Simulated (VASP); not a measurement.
# ZnO (P6_3mc) in VASP: further runs

The runs below take ZnO through relaxation of cell and atoms, with PBEsol.

Everything below comes from runs of VASP 6.6.1. Logs are shortened: lines on timing, memory, paths and dates and some standing lists are left out, and cuts for length are marked.

**1. The cell of the first run**

Symmetry: P6_3mc, No. 186, hexagonal system. The conventional cell has a = 3.249 Å, b = 3.249 Å, c = 5.206 Å, α = 90.00°, β = 90.00°, γ = 120.00°. Within 2.6 Å of Zn (site symmetry 3m) lie 4 O at 1.97 to 1.98 Å. Within 2.6 Å of O (site symmetry 3m) lie 4 Zn at 1.97 to 1.98 Å.

**2. Relaxation of cell and atoms, PBEsol**

INCAR

```
SYSTEM = ZnO
PREC     = Accurate       ! precision mode
ENCUT    = 600            ! plane-wave cutoff, eV
EDIFF    = 1E-6           ! SCF threshold, eV
ISMEAR   = -1             ! smearing method
SIGMA    = 0.05           ! smearing width, eV
LREAL    = .FALSE.        ! projectors in reciprocal space
LASPH    = .TRUE.         ! aspherical terms in the spheres
NELM     = 80             ! most SCF steps
ALGO     = Normal         ! electronic algorithm
ISIF     = 3              ! what is computed and relaxed
LWAVE    = .FALSE.        ! write WAVECAR
LCHARG   = .FALSE.        ! write CHGCAR
GGA      = PS             ! functional
IBRION   = 2              ! ionic algorithm
NSW      = 80             ! ionic steps
EDIFFG   = -0.005         ! ionic threshold
```

KPOINTS

```
Automatic mesh
0
G
  9 9 5
  0 0 0
```

POSCAR

```
ZnO
1.0
    3.2493080000      0.0000000000      0.0000000000
   -1.6246540000      2.8139832727      0.0000000000
    0.0000000000      0.0000000000      5.2057090000
Zn O
2 2
Direct
    0.6666666667      0.3333333333      0.0000000000
    0.3333333333      0.6666666667      0.5000000000
    0.3333333333      0.6666666667      0.8790100000
    0.6666666667      0.3333333333      0.3790100000
```

Potentials or basis: VASP PAW PBE potentials, release 64 (Zn, O).

Run with:

```sh
> cat potpaw_PBE.64/Zn/POTCAR potpaw_PBE.64/O/POTCAR > POTCAR
> mpirun -np 1 vasp_std > vasp.out
```

OUTCAR:

```text
SYSTEM = ZnO
   PREC = Accurate
   ENCUT = 600
   EDIFF = 1E-6
   ISMEAR = -1
   LREAL = .FALSE.
   LASPH = .TRUE.
   NELM = 80
   ISIF = 3
   GGA = PS
   IBRION = 2
   NSW = 80
   EDIFFG = -0.005

 ion  position               nearest neighbor table
   1  0.667  0.333  0.000-   4 1.97   3 1.98   3 1.98   3 1.98
   2  0.333  0.667  0.500-   3 1.97   4 1.98   4 1.98   4 1.98
   3  0.333  0.667  0.879-   2 1.97   1 1.98   1 1.98   1 1.98
   4  0.667  0.333  0.379-   1 1.97   2 1.98   2 1.98   2 1.98

  LATTYP: Found a hexagonal cell.
 ALAT       =     3.2493080000
 C/A-ratio  =     1.6020977390

  Lattice vectors:

 A1 = (   3.2493080000,   0.0000000000,   0.0000000000)
 A2 = (  -1.6246540000,   2.8139832727,   0.0000000000)
 A3 = (   0.0000000000,   0.0000000000,   5.2057090000)

Analysis of symmetry for initial positions (statically):
=====================================================================
 Subroutine PRICEL returns:
 Original cell was already a primitive cell.

 Routine SETGRP: Setting up the symmetry group for a
 hexagonal supercell.

 Subroutine GETGRP returns: Found 12 space group operations
 (whereof  6 operations were pure point group operations)
 out of a pool of 24 trial point group operations.

The static configuration has the point symmetry C_3v.
 The point group associated with its full space group is C_6v.

Analysis of symmetry for dynamics (positions and initial velocities):
=====================================================================
 Subroutine PRICEL returns:
 Original cell was already a primitive cell.

 Routine SETGRP: Setting up the symmetry group for a
 hexagonal supercell.

 Subroutine GETGRP returns: Found 12 space group operations
 (whereof  6 operations were pure point group operations)
 out of a pool of 24 trial point group operations.

The dynamic configuration has the point symmetry C_3v.
 The point group associated with its full space group is C_6v.

 Subroutine INISYM returns: Found 12 space group operations
 (whereof  6 operations are pure point group operations),
 and found     1 'primitive' translations

----------------------------------------------------------------------------------------

                                     Primitive cell

  volume of cell :      47.5984

  direct lattice vectors                    reciprocal lattice vectors
     3.249308000  0.000000000  0.000000000     0.307757836  0.177684070  0.000000000
    -1.624654000  2.813983273  0.000000000     0.000000000  0.355368139  0.000000000
     0.000000000  0.000000000  5.205709000     0.000000000  0.000000000  0.192096792

  length of vectors
     3.249308000  3.249308000  5.205709000     0.355368139  0.355368139  0.192096792

  position of ions in fractional coordinates (direct lattice)
     0.666666667  0.333333333  0.000000000
     0.333333333  0.666666667  0.500000000
     0.333333333  0.666666667  0.879010000
     0.666666667  0.333333333  0.379010000

  ion indices of the primitive-cell ions
   primitive index   ion index
                 1           1
                 2           2
                 3           3
                 4           4

----------------------------------------------------------------------------------------

 KPOINTS: Automatic mesh

Automatic generation of k-mesh.
 Grid dimensions read from file:
 generate k-points for:    9    9    5

 Generating k-lattice:

  Cartesian coordinates                     Fractional coordinates (reciprocal lattice)
     0.034195315  0.019742674  0.000000000     0.111111111  0.000000000  0.000000000
     0.000000000  0.039485349  0.000000000     0.000000000  0.111111111  0.000000000
     0.000000000  0.000000000  0.038419358     0.000000000  0.000000000  0.200000000

  Length of vectors
     0.039485349  0.039485349  0.038419358

  Shift w.r.t. Gamma in fractional coordinates (k-lattice)
     0.000000000  0.000000000  0.000000000

 Subroutine IBZKPT returns following result:
 ===========================================

 Found     36 irreducible k-points:

 Following reciprocal coordinates:
            Coordinates               Weight
  0.000000  0.000000  0.000000      1.000000
  0.111111  0.000000  0.000000      6.000000
  0.222222  0.000000  0.000000      6.000000
  0.333333  0.000000  0.000000      6.000000
  0.444444  0.000000  0.000000      6.000000
  0.111111  0.111111  0.000000      6.000000
[... 16 lines left out ...]
  0.333333  0.222222  0.200000     24.000000
  0.333333  0.333333  0.200000      4.000000
 [... further k-points ...]
   k-points           NKPTS =     36   k-points in BZ     NKDIM =     36   number of bands    NBANDS=     22
   number of dos      NEDOS =    301   number of ions     NIONS =      4
   total plane-waves  NPLWV =  32928
   dimension x,y,z NGX =    28 NGY =   28 NGZ =   42
   dimension x,y,z NGXF=    56 NGYF=   56 NGZF=   84
   ions per type =               2   2
   NGX,Y,Z   is equivalent  to a cutoff of  14.33, 14.33, 13.41 a.u.
   NGXF,Y,Z  is equivalent  to a cutoff of  28.65, 28.65, 26.83 a.u.
 SYSTEM =  ZnO
   PREC   = accura    normal or accurate (medium, high low for compatibility)
   ISTART =      0    job   : 0-new  1-cont  2-samecut
   ICHARG =      2    charge: 1-file 2-atom 10-const
   ISPIN  =      1    spin polarized calculation?
   LNONCOLLINEAR =      F non collinear calculations
   LSORBIT =      F    spin-orbit coupling
   LASPH  =      T    aspherical Exc in radial PAW
   ENCUT  =  600.0 eV  44.10 Ry    6.64 a.u.   6.49  6.49 10.40*2*pi/ulx,y,z
   NELM   =     80;   NELMIN=  2; NELMDL= -5     # of ELM steps
   EDIFF  = 0.1E-05   stopping-criterion for ELM
   LREAL  =      F    real-space projection
   EDIFFG = -.5E-02   stopping-criterion for IOM
   NSW    =     80    number of steps for IOM
   IBRION =      2    ionic relax: 0-MD 1-quasi-New 2-CG
   NFREE  =      1    steps in history (QN), initial steepest desc. (CG)
   ISIF   =      3    stress and relaxation
   ISYM   =      2    0-nonsym 1-usesym 2-fastsym
   POTIM  = 0.5000    time-step for ionic-motion
   TEBEG  =    0.0;   TEEND  =   0.0 temperature during run
   PSTRESS=    0.0 pullay stress
   NELECT =      36.0000    total number of electrons
   NUPDOWN=      -1.0000    fix difference up-down
   EMIN   =  10.00;   EMAX   =-10.00  energy-range for DOS
   EFERMI =   0.00;   METHOD = LEGACY
   ISMEAR =    -1;   SIGMA  =   0.05  broadening in eV -4-tet -1-fermi 0-gaus
   EFERMI_NEDOS =   21; number of points for ismear=-14 and -15
   IALGO  =     38    algorithm
   IMIX   =      4    mixing-type and parameters
     AMIX     =   0.40;   BMIX     =  1.00
     AMIX_MAG =   1.60;   BMIX_MAG =  1.00
  volume/ion in A,a.u.               =      11.90        80.30
  Fermi-wavevector in a.u.,A,eV,Ry     =   1.491574  2.818667 30.270160  2.224794
  Thomas-Fermi vector in A             =   2.604212
   LORBIT       =      0    0 simple, 1 ext, 2 COOP (PROOUT), +10 PAW based schemes
   GGA     = PS    functional components
   LHFCALC =     F    Hartree Fock is set to
   AEXX    =    0.0000 exact exchange contribution
   IVDW    =     0    specifies the selected vdW correction
   LEPSILON=     F    determine dielectric tensor
   LRPA    =     F    only Hartree local field effects (RPA)
 conjugate gradient relaxation of ions
 non-spin polarized calculation
  energy-cutoff  :      600.00
  volume of cell :       47.60
 maximum number of plane-waves:      1605
 NGX is ok and might be reduce to    28
   NGX = 13   NGY = 13   NGZ = 21

--------------------------------------- Ionic step        1  -------------------------------------------

 number of electron      36.0000008 magnetization

 Free energy of the ion-electron system (eV)
  ---------------------------------------------------
  ext. energy  EPLUGINS =         0.00000000
  ---------------------------------------------------
  free energy    TOTEN  =       -19.41388307 eV

  energy without entropy =      -19.41387332  energy(sigma->0) =      -19.41387819

------------------------ aborting loop because EDIFF is reached ----------------------------------------

  FORCE on cell =-STRESS in cart. coord.  units (eV):
  Direction    XX          YY          ZZ          XY          YZ          ZX
  --------------------------------------------------------------------------------------
  -------------------------------------------------------------------------------------
  Total       -0.3667715     -0.3667715      0.1428244      0.0000000      0.0000000      0.0000000
  in kB      -12.3456471    -12.3456471      4.8075161      0.0000000      0.0000000      0.0000000
  external PRESSURE =      -6.6279260 kB  Pullay stress =       0.0000000 kB
[... 289 lines left out ...]
  energy  without entropy=      -19.4156101477  energy(sigma->0) =      -19.41561501

--------------------------------------- Ionic step        9  -------------------------------------------

 number of electron      36.0000009 magnetization

 Free energy of the ion-electron system (eV)
  ---------------------------------------------------
  ext. energy  EPLUGINS =         0.00000000
  ---------------------------------------------------
  free energy    TOTEN  =       -19.41562105 eV

  energy without entropy =      -19.41561130  energy(sigma->0) =      -19.41561617

 E-fermi :   1.4790     XC(G=0): -11.2132

 val. band max:        1.0982308399   @ k =   0.0000   0.0000   0.0000
 cond. band min:       1.7819879918   @ k =   0.0000   0.0000   0.0000
 fundamental gap:      0.6837571519
 Fermi energy:         1.4790069589

 k-point     1 :       0.0000    0.0000    0.0000
  band No.  band energies     occupation
      1     -16.9891      2.00000
      2     -16.2414      2.00000
      3      -4.6697      2.00000
      4      -4.6438      2.00000
      5      -4.6438      2.00000
      6      -4.6011      2.00000
[... 574 lines left out ...]
      6      -4.1136      2.00000
[... 14 lines left out ...]
     21       8.7982      0.00000
     22       9.0953      0.00000

 [... further k-points ...]

------------------------ aborting loop because EDIFF is reached ----------------------------------------

  FORCE on cell =-STRESS in cart. coord.  units (eV):
  Direction    XX          YY          ZZ          XY          YZ          ZX
  --------------------------------------------------------------------------------------
  -------------------------------------------------------------------------------------
  Total       -0.0062241     -0.0062241      0.0155268      0.0000000      0.0000000      0.0000000
  in kB       -0.2105787     -0.2105787      0.5253107      0.0000000      0.0000000      0.0000000
  external PRESSURE =       0.0347177 kB  Pullay stress =       0.0000000 kB
[... 19 lines left out ...]
  FREE ENERGIE OF THE ION-ELECTRON SYSTEM (eV)
  ---------------------------------------------------
  free  energy   TOTEN  =       -19.4156210515 eV

  energy  without entropy=      -19.4156112963  energy(sigma->0) =      -19.41561617

 reached required accuracy - stopping structural energy minimisation
```

Run time: 1.8 min. Hardware: 1 thread of Intel Xeon 6975P-C (Granite Rapids), shared host; peak memory 0.19 GiB.

Results:

```yaml
Free_energy: -19.4156 eV
Relaxed_volume: 11.84 Å³/atom
Relaxed_cell: a = 3.236 Å, b = 3.236 Å, c = 5.222 Å, α = 90.00°, β = 90.00°, γ = 120.00°
Space_group_after_relaxing_to_0.1_Å: P6_3mc (No. 186)
Energy_gained_by_relaxing: 0.4 meV/atom
Ionic_steps: 9
Pressure_after_relaxing: 0.0 GPa
Band_gap_on_the_k_mesh: 0.68 eV
```

Step by step:
| step | energy change (eV) | largest force (eV/Å) | pressure (GPa) | volume (Å³) |
| --- | --- | --- | --- | --- |
| 1 | 0.0000 | 0.0651 | -0.66 | 47.60 |
| 2 | -0.0014 | 0.0326 | 0.43 | 47.26 |
| 3 | -0.0016 | 0.0060 | 0.06 | 47.35 |
| 4 | -0.0016 | 0.0081 | 0.18 | 47.34 |
| 5 | -0.0017 | 0.0182 | -0.09 | 47.40 |
| 6 | -0.0017 | 0.0143 | -0.05 | 47.38 |
| 7 | -0.0017 | 0.0104 | 0.00 | 47.37 |
| 8 | -0.0017 | 0.0004 | 0.04 | 47.36 |
| 9 | -0.0017 | 0.0015 | 0.00 | 47.36 |

Final structure:
```cif
data_structure
_symmetry_space_group_name_H-M 'P 1'
_symmetry_Int_Tables_number 1
_cell_length_a 3.2359
_cell_length_b 3.2359
_cell_length_c 5.2223
_cell_angle_alpha 90.000
_cell_angle_beta 90.000
_cell_angle_gamma 120.000
_cell_volume 47.36
loop_
_atom_site_label
_atom_site_type_symbol
_atom_site_fract_x
_atom_site_fract_y
_atom_site_fract_z
_atom_site_occupancy
Zn1 Zn 0.66667 0.33333 0.00003 1
Zn2 Zn 0.33333 0.66667 0.50003 1
O1 O 0.33333 0.66667 0.87898 1
O2 O 0.66667 0.33333 0.37898 1
```

Caveat: the PAW data sets were made with another functional, which shifts forces and pressure a little. Expect the measured gap to be larger: semilocal functionals such as PBEsol lack the derivative discontinuity.

(Part 1 of 2 ends here.)
